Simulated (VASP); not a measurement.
**WC: single point with LDA**

WC:

```
CELL_PARAMETERS angstrom
2.90650 0.00000 0.00000
-1.45325 2.51710 0.00000
0.00000 0.00000 2.83660
ATOMIC_POSITIONS crystal
W 0.00000 0.00000 0.00000
C 0.66667 0.33333 0.50000
```

| Quantity | Value |
| --- | --- |
| Program | VASP 6.6.1 |
| Task | single point |
| Functional | LDA |
| Potentials or basis | VASP PAW LDA potentials, release 64 (W_sv, C) |
| Cutoff | 520 eV |
| k mesh | 15 × 15 × 12 |
| Occupations | gaussian, width 0.05 eV |
| Spin | no spin polarisation |

```
Pressure               : -7.4 GPa
Band gap on the k mesh : zero (bands 9 and 10 overlap by 1.22 eV)
```

Stress tensor (GPa, compression positive):
```
-6.79  0.00  0.00
 0.00 -6.79  0.00
 0.00  0.00 -8.75
```

Levels at points of the mesh, in eV from the Fermi level:
| k point | band 6 | band 7 | band 8 | band 9 | band 10 | band 11 | band 12 | band 13 |
| --- | --- | --- | --- | --- | --- | --- | --- | --- |
| (0.00, 0.00, 0.00) | -4.29 | -3.31 | -3.31 | 0.15 | 3.21 | 3.21 | 5.63 | 5.63 |
| (0.00, 0.00, 0.50) | -8.57 | -1.99 | -1.99 | -0.59 | -0.59 | 3.68 | 4.52 | 4.52 |

Wall time 100 s on 1 thread of AMD EPYC 7R13 (shared host), peak memory 0.15 GiB.

Caveat: the cell stands under tension; spin-orbit coupling is left out, which moves the levels of the heavy elements.
